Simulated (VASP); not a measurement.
# Ge (I4_1/amd) in VASP: single point with PBEsol

Aim: the single point of Ge with PBEsol.

Everything below comes from runs of VASP 6.6.1. Logs are shortened: lines on timing, memory, paths and dates and some standing lists are left out, and cuts for length are marked.

## 1. The cell of the first run

Symmetry: I4_1/amd, No. 141, tetragonal system. The conventional cell has a = 4.060 Å, b = 4.060 Å, c = 5.488 Å, α = 90.00°, β = 90.00°, γ = 90.00°. Within 3.2 Å of Ge (site symmetry -4m2) lie 4 Ge at 2.45 Å.

## 2. Single point, PBEsol (strain +0.015 along x and y, -0.030 along z)

Input file INCAR:

```
SYSTEM = Ge
ALGO = Normal
EDIFF = 1E-6
ENCUT = 520
GGA = PS
ISIF = 2
ISMEAR = 0
LASPH = .True.
LCHARG = .False.
LREAL = .False.
LWAVE = .False.
NBANDS = 21
NELM = 60
PREC = Accurate
SIGMA = 0.15
```

Input file KPOINTS:

```
k-points
0
Gamma
  14 14 14
  0 0 0
```

Input file POSCAR:

```
Ge
1.0
    0.0000000000      2.8712015500      2.7439069000
    2.8712015500      0.0000000000      2.7439069000
    2.8712015500      2.8712015500      0.0000000000
Ge
2
Direct
    0.5000000000      0.5000000000      0.5000000000
    0.7500000000      0.7500000000      0.7500000000
```

Potentials or basis: VASP PAW PBE potentials, release 64 (Ge_d).

Started as:

```sh
$ cat potpaw_PBE.64/Ge_d/POTCAR > POTCAR
$ mpirun -np 1 vasp_std > vasp.out
```

OUTCAR:

```text
SYSTEM = Ge
   EDIFF = 1E-6
   ENCUT = 520
   GGA = PS
   ISIF = 2
   ISMEAR = 0
   LASPH = .True.
   LREAL = .False.
   NELM = 60
   PREC = Accurate

 ion  position               nearest neighbor table
   1  0.500  0.500  0.500-   2 2.45   2 2.45   2 2.45   2 2.45
   2  0.750  0.750  0.750-   1 2.45   1 2.45   1 2.45   1 2.45

  LATTYP: Found a body centered tetragonal cell.
 ALAT       =     4.0604921723
 C/A-ratio  =     1.3515144389

  Lattice vectors:

 A1 = (   0.0000000000,  -2.8712015500,  -2.7439069000)
 A2 = (   0.0000000000,   2.8712015500,  -2.7439069000)
 A3 = (   2.8712015500,   0.0000000000,   2.7439069000)

Analysis of symmetry for initial positions (statically):
=====================================================================
 Subroutine PRICEL returns:
 Original cell was already a primitive cell.

 Routine SETGRP: Setting up the symmetry group for a
 body centered tetragonal supercell.

 Subroutine GETGRP returns: Found 16 space group operations
 (whereof  8 operations were pure point group operations)
 out of a pool of 16 trial point group operations.

The static configuration has the point symmetry D_2d.
 The point group associated with its full space group is D_4h.

Analysis of symmetry for dynamics (positions and initial velocities):
=====================================================================
 Subroutine PRICEL returns:
 Original cell was already a primitive cell.

 Routine SETGRP: Setting up the symmetry group for a
 body centered tetragonal supercell.

 Subroutine GETGRP returns: Found 16 space group operations
 (whereof  8 operations were pure point group operations)
 out of a pool of 16 trial point group operations.

The dynamic configuration has the point symmetry D_2d.
 The point group associated with its full space group is D_4h.

 Subroutine INISYM returns: Found 16 space group operations
 (whereof  8 operations are pure point group operations),
 and found     1 'primitive' translations

----------------------------------------------------------------------------------------

                                     Primitive cell

  volume of cell :      45.2404

  direct lattice vectors                    reciprocal lattice vectors
     0.000000000  2.871201550  2.743906900    -0.174143121  0.174143121  0.182221926
     2.871201550  0.000000000  2.743906900     0.174143121 -0.174143121  0.182221926
     2.871201550  2.871201550  0.000000000     0.174143121  0.174143121 -0.182221926

  length of vectors
     3.971501406  3.971501406  4.060492172     0.306360056  0.306360056  0.306360056

  position of ions in fractional coordinates (direct lattice)
     0.500000000  0.500000000  0.500000000
     0.750000000  0.750000000  0.750000000

  ion indices of the primitive-cell ions
   primitive index   ion index
                 1           1
                 2           2

----------------------------------------------------------------------------------------

 KPOINTS: k-points

Automatic generation of k-mesh.
 Grid dimensions read from file:
 generate k-points for:   14   14   14

 Generating k-lattice:

  Cartesian coordinates                     Fractional coordinates (reciprocal lattice)
    -0.012438794  0.012438794  0.013015852     0.071428571  0.000000000  0.000000000
     0.012438794 -0.012438794  0.013015852     0.000000000  0.071428571  0.000000000
     0.012438794  0.012438794 -0.013015852     0.000000000  0.000000000  0.071428571

  Length of vectors
     0.021882861  0.021882861  0.021882861

  Shift w.r.t. Gamma in fractional coordinates (k-lattice)
     0.000000000  0.000000000  0.000000000

 Subroutine IBZKPT returns following result:
 ===========================================

 Found    244 irreducible k-points:

 Following reciprocal coordinates:
            Coordinates               Weight
  0.000000  0.000000  0.000000      1.000000
  0.071429 -0.000000  0.000000      8.000000
  0.142857 -0.000000  0.000000      8.000000
  0.214286 -0.000000  0.000000      8.000000
  0.285714 -0.000000  0.000000      8.000000
  0.357143 -0.000000  0.000000      8.000000
[... 16 lines left out ...]
  0.214286  0.142857  0.000000      8.000000
  0.285714  0.142857  0.000000      8.000000
 [... further k-points ...]
   k-points           NKPTS =    244   k-points in BZ     NKDIM =    244   number of bands    NBANDS=     21
   number of dos      NEDOS =    301   number of ions     NIONS =      2
   total plane-waves  NPLWV =  27000
   dimension x,y,z NGX =    30 NGY =   30 NGZ =   30
   dimension x,y,z NGXF=    60 NGYF=   60 NGZF=   60
   ions per type =               2
   NGX,Y,Z   is equivalent  to a cutoff of  12.56, 12.56, 12.28 a.u.
   NGXF,Y,Z  is equivalent  to a cutoff of  25.12, 25.12, 24.57 a.u.
 SYSTEM =  Ge
   PREC   = accura    normal or accurate (medium, high low for compatibility)
   ISTART =      0    job   : 0-new  1-cont  2-samecut
   ICHARG =      2    charge: 1-file 2-atom 10-const
   ISPIN  =      1    spin polarized calculation?
   LNONCOLLINEAR =      F non collinear calculations
   LSORBIT =      F    spin-orbit coupling
   LASPH  =      T    aspherical Exc in radial PAW
   ENCUT  =  520.0 eV  38.22 Ry    6.18 a.u.   7.38  7.38  7.55*2*pi/ulx,y,z
   NELM   =     60;   NELMIN=  2; NELMDL= -5     # of ELM steps
   EDIFF  = 0.1E-05   stopping-criterion for ELM
   LREAL  =      F    real-space projection
   EDIFFG = 0.1E-04   stopping-criterion for IOM
   NSW    =      0    number of steps for IOM
   IBRION =     -1    ionic relax: 0-MD 1-quasi-New 2-CG
   NFREE  =      0    steps in history (QN), initial steepest desc. (CG)
   ISIF   =      2    stress and relaxation
   ISYM   =      2    0-nonsym 1-usesym 2-fastsym
   POTIM  = 0.5000    time-step for ionic-motion
   TEBEG  =    0.0;   TEEND  =   0.0 temperature during run
   PSTRESS=    0.0 pullay stress
   NELECT =      28.0000    total number of electrons
   NUPDOWN=      -1.0000    fix difference up-down
   EMIN   =  10.00;   EMAX   =-10.00  energy-range for DOS
   EFERMI =   0.00;   METHOD = LEGACY
   ISMEAR =     0;   SIGMA  =   0.15  broadening in eV -4-tet -1-fermi 0-gaus
   EFERMI_NEDOS =   21; number of points for ismear=-14 and -15
   IALGO  =     38    algorithm
   IMIX   =      4    mixing-type and parameters
     AMIX     =   0.40;   BMIX     =  1.00
     AMIX_MAG =   1.60;   BMIX_MAG =  1.00
  volume/ion in A,a.u.               =      22.62       152.65
  Fermi-wavevector in a.u.,A,eV,Ry     =   1.395143  2.636437 26.482691  1.946423
  Thomas-Fermi vector in A             =   2.518623
   LORBIT       =      0    0 simple, 1 ext, 2 COOP (PROOUT), +10 PAW based schemes
   GGA     = PS    functional components
   LHFCALC =     F    Hartree Fock is set to
   AEXX    =    0.0000 exact exchange contribution
   IVDW    =     0    specifies the selected vdW correction
   LEPSILON=     F    determine dielectric tensor
   LRPA    =     F    only Hartree local field effects (RPA)
 non-spin polarized calculation
 Gauss-broadening in eV      SIGMA  =   0.15
  energy-cutoff  :      520.00
  volume of cell :       45.24
 maximum number of plane-waves:      1238
 NGX is ok and might be reduce to    30
   NGX = 15   NGY = 15   NGZ = 15

 number of electron      28.0000020 magnetization

 Free energy of the ion-electron system (eV)
  ---------------------------------------------------
  ext. energy  EPLUGINS =         0.00000000
  ---------------------------------------------------
  free energy    TOTEN  =        -9.86082913 eV

  energy without entropy =       -9.86002627  energy(sigma->0) =       -9.86042770

 E-fermi :   4.9250     XC(G=0): -10.1353

 val. band max:        4.8589266027   @ k =   0.0714  -0.0000   0.0000
 cond. band min:       4.9584136580   @ k =   0.5000   0.0000   0.0000
 fundamental gap:      0.0994870553
 Fermi energy:         4.9250279462

 k-point     1 :       0.0000    0.0000    0.0000
  band No.  band energies     occupation
      1     -19.9026      2.00000
      2     -19.8910      2.00000
      3     -19.8910      2.00000
      4     -19.8605      2.00000
      5     -19.8560      2.00000
      6     -19.6534      2.00000
[... 13 lines left out ...]
     20      13.9034      0.00000
     21      14.7159      0.00000

 k-point     2 :       0.0714   -0.0000    0.0000
  band No.  band energies     occupation
      1     -19.9042      2.00000
      2     -19.8945      2.00000
      3     -19.8920      2.00000
      4     -19.8557      2.00000
      5     -19.8517      2.00000
      6     -19.6578      2.00000
[... 13 lines left out ...]
     20      13.4849      0.00000
     21      14.0895      0.00000

 k-point     3 :       0.1429   -0.0000    0.0000
  band No.  band energies     occupation
      1     -19.9093      2.00000
      2     -19.9008      2.00000
      3     -19.8915      2.00000
      4     -19.8456      2.00000
      5     -19.8423      2.00000
      6     -19.6667      2.00000
[... 13 lines left out ...]
     20      13.0167      0.00000
     21      13.4970      0.00000

 k-point     4 :       0.2143   -0.0000    0.0000
  band No.  band energies     occupation
      1     -19.9153      2.00000
      2     -19.9063      2.00000
      3     -19.8888      2.00000
      4     -19.8350      2.00000
      5     -19.8324      2.00000
      6     -19.6754      2.00000
[... 13 lines left out ...]
     20      12.9246      0.00000
     21      13.3666      0.00000

 k-point     5 :       0.2857   -0.0000    0.0000
  band No.  band energies     occupation
      1     -19.9202      2.00000
      2     -19.9099      2.00000
      3     -19.8852      2.00000
      4     -19.8262      2.00000
      5     -19.8242      2.00000
      6     -19.6824      2.00000
[... 13 lines left out ...]
     20      13.3303      0.00000
     21      13.5043      0.00000

 k-point     6 :       0.3571   -0.0000    0.0000
  band No.  band energies     occupation
      1     -19.9235      2.00000
      2     -19.9119      2.00000
      3     -19.8818      2.00000
      4     -19.8203      2.00000
      5     -19.8187      2.00000
      6     -19.6870      2.00000
[... 13 lines left out ...]
     20      14.1105      0.00000
     21      14.1862      0.00000

 k-point     7 :       0.4286   -0.0000    0.0000
  band No.  band energies     occupation
      1     -19.9252      2.00000
      2     -19.9127      2.00000
      3     -19.8794      2.00000
      4     -19.8172      2.00000
      5     -19.8158      2.00000
      6     -19.6895      2.00000
[... 13 lines left out ...]
     20      15.1222      0.00000
     21      15.3394      0.00000
[... 291 lines left out ...]
      1     -19.9122      2.00000
      2     -19.9073      2.00000
      3     -19.8918      2.00000
      4     -19.8376      2.00000
      5     -19.8350      2.00000
      6     -19.6752      2.00000
[... 13 lines left out ...]
     20      12.6962      0.00000
     21      13.3032      0.00000

 k-point    21 :      -0.0714    0.0714    0.0000
  band No.  band energies     occupation
      1     -19.9068      2.00000
      2     -19.9008      2.00000
      3     -19.8932      2.00000
      4     -19.8466      2.00000
      5     -19.8463      2.00000
      6     -19.6665      2.00000
[... 13 lines left out ...]
     20      12.8177      0.00000
     21      13.5138      0.00000

 k-point    22 :       0.1429    0.1429    0.0000
  band No.  band energies     occupation
      1     -19.9046      2.00000
      2     -19.8972      2.00000
      3     -19.8972      2.00000
      4     -19.8483      2.00000
      5     -19.8328      2.00000
      6     -19.6801      2.00000
[... 13 lines left out ...]
     20      12.7949      0.00000
     21      14.2726      0.00000

 k-point    23 :       0.2143    0.1429    0.0000
  band No.  band energies     occupation
      1     -19.9099      2.00000
      2     -19.9011      2.00000
      3     -19.8938      2.00000
      4     -19.8403      2.00000
      5     -19.8219      2.00000
      6     -19.6928      2.00000
[... 13 lines left out ...]
     20      13.5852      0.00000
     21      14.2935      0.00000

 k-point    24 :       0.2857    0.1429    0.0000
  band No.  band energies     occupation
      1     -19.9186      2.00000
      2     -19.9055      2.00000
      3     -19.8850      2.00000
      4     -19.8306      2.00000
      5     -19.8119      2.00000
      6     -19.7028      2.00000
[... 13 lines left out ...]
     20      14.1075      0.00000
     21      14.5115      0.00000

 [... further k-points ...]
[... 5 lines left out ...]
  --------------------------------------------------------------------------------------
  -------------------------------------------------------------------------------------
  Total       -0.0981779     -0.0981779      0.7337632      0.0000000     -0.0000000      0.0000000
  in kB       -3.4769416     -3.4769416     25.9860195      0.0000000     -0.0000000      0.0000000
  external PRESSURE =       6.3440455 kB  Pullay stress =       0.0000000 kB

 VOLUME and BASIS-vectors are now :
 -----------------------------------------------------------------------------
  energy-cutoff  :      520.00
  volume of cell :       45.24
      direct lattice vectors                 reciprocal lattice vectors
     0.000000000  2.871201550  2.743906900    -0.174143121  0.174143121  0.182221926
     2.871201550  0.000000000  2.743906900     0.174143121 -0.174143121  0.182221926
     2.871201550  2.871201550  0.000000000     0.174143121  0.174143121 -0.182221926

 POSITION                                       TOTAL-FORCE (eV/Angst)
 -----------------------------------------------------------------------------------
      2.87120      2.87120      2.74391         0.000000      0.000000      0.000000
      4.30680      4.30680      4.11586         0.000000      0.000000      0.000000
 -----------------------------------------------------------------------------------
    total drift:                                0.000000     -0.000000     -0.000000

  FREE ENERGIE OF THE ION-ELECTRON SYSTEM (eV)
  ---------------------------------------------------
  free  energy   TOTEN  =        -9.8608291260 eV

  energy  without entropy=       -9.8600262682  energy(sigma->0) =       -9.86042770
```

Wall time 1.8 min (1 thread of AMD EPYC 9R45 (Zen 5), shared host); peak memory 0.27 GiB.

What came out:

```
Free energy            : -9.8608 eV
Pressure               : 0.6 GPa
Band gap on the k mesh : 0.10 eV, indirect (least direct gap 0.24 eV)
```

Levels at points of the mesh, in eV from the valence-band top:
```
           k point  band 11  band 12  band 13  band 14  band 15  band 16  band 17  band 18
(0.00, 0.00, 0.00)   -12.79    -0.10    -0.10    -0.01     0.23     2.41     2.63     2.63
(0.50, 0.00, 0.00)   -10.69    -7.62    -1.59    -1.20     0.10     3.58     3.91     7.00
(0.50, 0.50, 0.00)    -8.75    -8.75    -3.29    -3.29     0.44     0.44     9.53     9.53
(0.50, 0.00, 0.50)    -8.96    -8.96    -2.97    -2.97     0.80     0.80     9.38     9.38
```

Caveat: the cell differs from its parent crystal (strain +0.015 along x and y, -0.030 along z); the PAW data sets were made with another functional, which shifts forces and pressure a little.
